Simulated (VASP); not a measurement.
# Al (Fm-3m) in VASP: a series of runs

Runs on Al. Level: LDA. Tasks: single point, relaxation of volume and atoms at fixed shape.

Everything below comes from runs of VASP 6.6.1. Logs are shortened: lines on timing, memory, paths and dates and some standing lists are left out, and cuts for length are marked.

### Step 1. The cell of the first run

Symmetry: Fm-3m, No. 225, cubic system. The conventional cell has a = 3.984 Å, b = 3.984 Å, c = 3.984 Å, α = 90.00°, β = 90.00°, γ = 90.00°. Within 3.7 Å of Al (site symmetry m-3m) lie 12 Al at 2.82 Å.

### Step 2. Single point, LDA

The input, INCAR:

```
SYSTEM = Al
  ALGO = Normal
  EDIFF = 1E-6
  ENCUT = 520
  GGA = CA
  ISIF = 2
  ISMEAR = -1
  LASPH = .True.
  LCHARG = .True.
  LELF = .True.
  LREAL = .False.
  LVHAR = .True.
  LWAVE = .False.
  NBANDS = 8
  NELM = 60
  PREC = Accurate
  SIGMA = 0.05
```

The input, KPOINTS:

```
k-points
0
Gamma
  18 18 18
  0 0 0
```

The input, POSCAR:

```
Al
1.0
    0.0000000000      1.9920140329      1.9920140329
    1.9920140329      0.0000000000      1.9920140329
    1.9920140329      1.9920140329      0.0000000000
Al
1
Direct
    0.0000000000      0.0000000000      0.0000000000
```

Potentials or basis: VASP PAW LDA potentials, release 64 (Al).

Run with:

```sh
$ cat potpaw_LDA.64/Al/POTCAR > POTCAR
$ mpirun -np 1 vasp_std > vasp.out
```

OUTCAR:

```text
SYSTEM = Al
   EDIFF = 1E-6
   ENCUT = 520
   GGA = CA
   ISIF = 2
   ISMEAR = -1
   LASPH = .True.
   LREAL = .False.
   NELM = 60
   PREC = Accurate

 ion  position               nearest neighbor table
   1  0.000  0.000  0.000-

  LATTYP: Found a face centered cubic cell.
 ALAT       =     3.9840280658

  Lattice vectors:

 A1 = (   0.0000000000,   1.9920140329,   1.9920140329)
 A2 = (   1.9920140329,   0.0000000000,   1.9920140329)
 A3 = (   1.9920140329,   1.9920140329,   0.0000000000)

Analysis of symmetry for initial positions (statically):
=====================================================================
 Subroutine PRICEL returns:
 Original cell was already a primitive cell.

 Routine SETGRP: Setting up the symmetry group for a
 face centered cubic supercell.

 Subroutine GETGRP returns: Found 48 space group operations
 (whereof 48 operations were pure point group operations)
 out of a pool of 48 trial point group operations.

The static configuration has the point symmetry O_h .

Analysis of symmetry for dynamics (positions and initial velocities):
=====================================================================
 Subroutine PRICEL returns:
 Original cell was already a primitive cell.

 Routine SETGRP: Setting up the symmetry group for a
 face centered cubic supercell.

 Subroutine GETGRP returns: Found 48 space group operations
 (whereof 48 operations were pure point group operations)
 out of a pool of 48 trial point group operations.

The dynamic configuration has the point symmetry O_h .

 Subroutine INISYM returns: Found 48 space group operations
 (whereof 48 operations are pure point group operations),
 and found     1 'primitive' translations

----------------------------------------------------------------------------------------

                                     Primitive cell

  volume of cell :      15.8091

  direct lattice vectors                    reciprocal lattice vectors
     0.000000000  1.992014033  1.992014033    -0.251002248  0.251002248  0.251002248
     1.992014033  0.000000000  1.992014033     0.251002248 -0.251002248  0.251002248
     1.992014033  1.992014033  0.000000000     0.251002248  0.251002248 -0.251002248

  length of vectors
     2.817133262  2.817133262  2.817133262     0.434748646  0.434748646  0.434748646

  position of ions in fractional coordinates (direct lattice)
     0.000000000  0.000000000  0.000000000

  ion indices of the primitive-cell ions
[... 70 lines left out ...]
   LSORBIT =      F    spin-orbit coupling
   LASPH  =      T    aspherical Exc in radial PAW
   ENCUT  =  520.0 eV  38.22 Ry    6.18 a.u.   5.24  5.24  5.24*2*pi/ulx,y,z
   NELM   =     60;   NELMIN=  2; NELMDL= -5     # of ELM steps
   EDIFF  = 0.1E-05   stopping-criterion for ELM
   LREAL  =      F    real-space projection
   EDIFFG = 0.1E-04   stopping-criterion for IOM
   NSW    =      0    number of steps for IOM
   IBRION =     -1    ionic relax: 0-MD 1-quasi-New 2-CG
   NFREE  =      0    steps in history (QN), initial steepest desc. (CG)
   ISIF   =      2    stress and relaxation
   ISYM   =      2    0-nonsym 1-usesym 2-fastsym
   POTIM  = 0.5000    time-step for ionic-motion
   TEBEG  =    0.0;   TEEND  =   0.0 temperature during run
   PSTRESS=    0.0 pullay stress
   NELECT =       3.0000    total number of electrons
   NUPDOWN=      -1.0000    fix difference up-down
   EMIN   =  10.00;   EMAX   =-10.00  energy-range for DOS
   EFERMI =   0.00;   METHOD = LEGACY
   ISMEAR =    -1;   SIGMA  =   0.05  broadening in eV -4-tet -1-fermi 0-gaus
   EFERMI_NEDOS =   21; number of points for ismear=-14 and -15
   IALGO  =     38    algorithm
   IMIX   =      4    mixing-type and parameters
     AMIX     =   0.40;   BMIX     =  1.00
     AMIX_MAG =   1.60;   BMIX_MAG =  1.00
  volume/ion in A,a.u.               =      15.81       106.69
  Fermi-wavevector in a.u.,A,eV,Ry     =   0.940761  1.777781 12.041593  0.885032
  Thomas-Fermi vector in A             =   2.068205
   LORBIT       =      0    0 simple, 1 ext, 2 COOP (PROOUT), +10 PAW based schemes
   GGA     = CA    functional components
   LHFCALC =     F    Hartree Fock is set to
   AEXX    =    0.0000 exact exchange contribution
   IVDW    =     0    specifies the selected vdW correction
   LEPSILON=     F    determine dielectric tensor
   LRPA    =     F    only Hartree local field effects (RPA)
 non-spin polarized calculation
  energy-cutoff  :      520.00
  volume of cell :       15.81
 maximum number of plane-waves:       444
 NGX is ok and might be reduce to    24
   NGX = 11   NGY = 11   NGZ = 11

 number of electron       3.0000000 magnetization

 Free energy of the ion-electron system (eV)
  ---------------------------------------------------
  ext. energy  EPLUGINS =         0.00000000
  ---------------------------------------------------
  free energy    TOTEN  =        -4.19097568 eV

  energy without entropy =       -4.18667987  energy(sigma->0) =       -4.18882777

 E-fermi :   8.2330     XC(G=0): -10.5028

 val. band max:        8.2158146738   @ k =  -0.2778   0.2778   0.0556
 cond. band min:       8.2408471507   @ k =  -0.4444   0.3333   0.1111
 fundamental gap:      0.0250324768
 Fermi energy:         8.2330471152

 k-point     1 :       0.0000    0.0000    0.0000
  band No.  band energies     occupation
      1      -3.1555      2.00000
      2      21.0470      0.00000
      3      21.0470      0.00000
      4      21.0470      0.00000
      5      22.6997      0.00000
      6      22.6997      0.00000
      7      22.6997      0.00000
      8      25.1687      0.00000
[... 243 lines left out ...]
 k-point    24 :      -0.2222    0.0556    0.0000
  band No.  band energies     occupation
      1      -1.4721      2.00000
      2      12.1604      0.00000
      3      17.7218      0.00000
      4      20.6151      0.00000
      5      22.3841      0.00000
      6      23.5485      0.00000
      7      23.9296      0.00000
      8      26.1579      0.00000

 [... further k-points ...]
[... 5 lines left out ...]
  --------------------------------------------------------------------------------------
  -------------------------------------------------------------------------------------
  Total        0.0040635      0.0040635      0.0040635     -0.0000000     -0.0000000     -0.0000000
  in kB        0.4118121      0.4118121      0.4118121     -0.0000000     -0.0000000     -0.0000000
  external PRESSURE =       0.4118121 kB  Pullay stress =       0.0000000 kB

 VOLUME and BASIS-vectors are now :
 -----------------------------------------------------------------------------
  energy-cutoff  :      520.00
  volume of cell :       15.81
      direct lattice vectors                 reciprocal lattice vectors
     0.000000000  1.992014033  1.992014033    -0.251002248  0.251002248  0.251002248
     1.992014033  0.000000000  1.992014033     0.251002248 -0.251002248  0.251002248
     1.992014033  1.992014033  0.000000000     0.251002248  0.251002248 -0.251002248

 POSITION                                       TOTAL-FORCE (eV/Angst)
 -----------------------------------------------------------------------------------
      0.00000      0.00000      0.00000         0.000000      0.000000      0.000000
 -----------------------------------------------------------------------------------
    total drift:                                0.000000     -0.000000     -0.000000

  FREE ENERGIE OF THE ION-ELECTRON SYSTEM (eV)
  ---------------------------------------------------
  free  energy   TOTEN  =        -4.1909756769 eV

  energy  without entropy=       -4.1866798727  energy(sigma->0) =       -4.18882777
```

It took 11 s on 1 thread of Intel Xeon Platinum 8259CL at 2.50GHz (Skylake/Cascade Lake), shared host; peak memory 0.13 GiB.

Results:

```
Free energy : -4.1910 eV
Pressure    : 0.0 GPa
```

Levels at points of the mesh, in eV from the Fermi level:
```csv
k point,band 1,band 2,band 3,band 4
"(0.00, 0.00, 0.00)",-11.39,12.81,12.81,12.81
"(0.50, 0.00, 0.00)",-4.71,-4.44,11.64,11.64
"(0.50, 0.50, 0.00)",-2.99,-1.61,5.31,5.74
```

### Step 3. Relaxation of volume and atoms at fixed shape, LDA

This run uses another cell than the first one, of 16.60 Å³/atom, 1.050 times its volume.

The input, INCAR:

```
SYSTEM = Al
PREC     = Accurate       ! precision mode
ENCUT    = 600            ! plane-wave cutoff, eV
EDIFF    = 1E-6           ! SCF threshold, eV
ISMEAR   = -1             ! smearing method
SIGMA    = 0.05           ! smearing width, eV
LREAL    = .False.        ! projectors in reciprocal space
LASPH    = .True.         ! aspherical terms in the spheres
NELM     = 80             ! most SCF steps
ALGO     = Normal         ! electronic algorithm
ISIF     = 8              ! what is computed and relaxed
LWAVE    = .False.        ! write WAVECAR
LCHARG   = .False.        ! write CHGCAR
GGA      = CA             ! functional
IBRION   = 2              ! ionic algorithm
NSW      = 80             ! ionic steps
EDIFFG   = -0.01          ! ionic threshold
```

The input, KPOINTS:

```
Automatic mesh
0
Gamma
  18 18 18
  0 0 0
```

The input, POSCAR:

```
Al
1.0
    0.0000000000      2.0248050000      2.0248050000
    2.0248050000      0.0000000000      2.0248050000
    2.0248050000      2.0248050000      0.0000000000
Al
1
Direct
    0.0000000000      0.0000000000      0.0000000000
```

Potentials or basis: VASP PAW LDA potentials, release 64 (Al).

Run with:

```sh
$ cat potpaw_LDA.64/Al/POTCAR > POTCAR
$ mpirun -np 1 vasp_std > vasp.out
```

Run time: 13 s. Hardware: 1 thread of Intel Xeon Platinum 8259CL at 2.50GHz (Skylake/Cascade Lake), shared host; peak memory 0.14 GiB.

The run converged. Its results:

```
Free energy                            : -4.1910 eV
Relaxed volume                         : 15.82 Å³/atom
Relaxed cell                           : a = 2.818 Å, b = 2.818 Å, c = 2.818 Å, α = 60.00°, β = 60.00°, γ = 60.00°
Space group after relaxing (to 0.05 Å) : Fm-3m (No. 225)
Energy gained by relaxing              : 9.2 meV/atom
Ionic steps                            : 3
Pressure after relaxing                : 0.0 GPa
```

Step by step:
| step | energy change (eV) | largest force (eV/Å) | pressure (GPa) | volume (Å³) |
| --- | --- | --- | --- | --- |
| 1 | 0.0000 | 0.0000 | -3.61 | 16.60 |
| 2 | -0.0091 | 0.0000 | 0.52 | 15.72 |
| 3 | -0.0092 | 0.0000 | 0.00 | 15.82 |

Final structure:
```
Al
1.0
     0.00000    1.99234    1.99234
     1.99234    0.00000    1.99234
     1.99234    1.99234    0.00000
Al
1
Direct
  0.00000 0.00000 0.00000
```

Levels at points of the mesh, in eV from the Fermi level:
| k point | band 1 | band 2 | band 3 | band 4 | band 5 |
| --- | --- | --- | --- | --- | --- |
| (0.00, 0.00, 0.00) | -11.39 | 12.81 | 12.81 | 12.81 | 14.46 |
| (0.50, 0.00, 0.00) | -4.71 | -4.44 | 11.64 | 11.64 | 11.70 |
| (0.50, 0.50, 0.00) | -2.99 | -1.61 | 5.31 | 5.74 | 5.74 |
